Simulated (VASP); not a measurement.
Mg3Sb2:

```
Mg Sb
1.0
     4.59817    0.00000    0.00000
    -2.29909    3.98214    0.00000
     0.00000    0.00000    7.26329
Mg Sb
3 2
Direct
  0.33333 0.66667 0.63251
  0.66667 0.33333 0.36749
  0.00000 0.00000 0.00000
  0.33333 0.66667 0.22571
  0.66667 0.33333 0.77429
```

| Item | Value |
| --- | --- |
| Program | VASP 6.6.1 |
| Task | relaxation of cell and atoms |
| Functional | LDA |
| Potentials or basis | VASP PAW LDA potentials, release 64 (Mg, Sb) |
| Cutoff | 600 eV |
| k mesh | 6 × 6 × 4 |
| Occupations | fermi-dirac, width 0.02 eV |
| Spin | no spin polarisation |

At the start: pressure -2.8 GPa; volume 26.60 Å³/atom.

Problem. Where does the relaxation end?

Solution. Over 9 steps the energy falls by 15.4 meV/atom and the volume is 24.93 Å³/atom (-6.3 %); space group P-3m1 (No. 164, to 0.1 Å) before and after.

Step by step:
| step | energy change (eV) | largest force (eV/Å) | pressure (GPa) | volume (Å³) |
| --- | --- | --- | --- | --- |
| 1 | 0.0000 | 0.0735 | -2.82 | 132.99 |
| 2 | -0.0746 | 0.1077 | 0.30 | 124.18 |
| 3 | -0.0753 | 0.0906 | -0.01 | 124.92 |
| 4 | -0.0753 | 0.0869 | -0.07 | 125.07 |
| 5 | -0.0760 | 0.0619 | -0.07 | 124.99 |
| 6 | -0.0767 | 0.0083 | -0.06 | 124.78 |
| 7 | -0.0767 | 0.0050 | 0.04 | 124.55 |
| 8 | -0.0768 | 0.0062 | 0.01 | 124.63 |
| 9 | -0.0768 | 0.0038 | 0.00 | 124.64 |

Final structure:
```
Mg Sb
1.0
     4.50161    0.00000    0.00000
    -2.25080    3.89851    0.00000
     0.00000    0.00000    7.10226
Mg Sb
3 2
Direct
  0.33333 0.66667 0.63247
  0.66667 0.33333 0.36753
  0.00000 0.00000 0.00000
  0.33333 0.66667 0.22403
  0.66667 0.33333 0.77597
```
